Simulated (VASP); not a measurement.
Here is a VASP 6.6.1 calculation.

INCAR

```
PREC = Accurate
ENCUT = 520
EDIFF = 1E-6
ISMEAR = 0
SIGMA = 0.15
LREAL = False
LASPH = True
NELM = 100
ALGO = Normal
ISIF = 2
LWAVE = False
LCHARG = True
GGA = PS
LELF = True
LVHAR = True
NBANDS = 16
```

KPOINTS

```
Automatic mesh
0
Gamma
  16 16 16
```

Contents of POSCAR:

```
CoSi2
1.0
    0.0000000000      2.6562539720      2.6562539720
    2.6562539720      0.0000000000      2.6562539720
    2.6562539720      2.6562539720      0.0000000000
Co Si
1 2
Direct
    0.0000000000      0.0000000000      0.0000000000
    0.2782352519      0.2217647481      0.2782352519
    0.7782352519      0.7217647481      0.7782352519
```

Potentials or basis: VASP PAW PBE potentials, release 64 (Co, Si).

Launch:

```console
$ cat potpaw_PBE.64/Co/POTCAR potpaw_PBE.64/Si/POTCAR > POTCAR
$ mpirun -np 1 vasp_std > vasp.out
```

Q: Predict the band gap on the k mesh.

A: Zero (an odd number of electrons rules out a gap without spin polarisation).

Q: Estimate the largest force.

A: 1.892 eV/Å.

Q: Predict the pressure.

A: 2.0 GPa.

Forces in eV/Å, atoms in the order of the input:
```
Co   0.000  1.892  0.000
Si   0.000 -0.946  0.000
Si   0.000 -0.946  0.000
```

Caveat: the cell differs from its parent crystal (all Si atoms moved +0.150 Å, as atom 2 along Cartesian [0 1 0]); the PAW data sets were made with another functional, which shifts forces and pressure a little; the run has no spin polarisation, though such a crystal can be magnetic. Spin polarisation is off, so any magnetic state and its effect on volume and gap are missing.
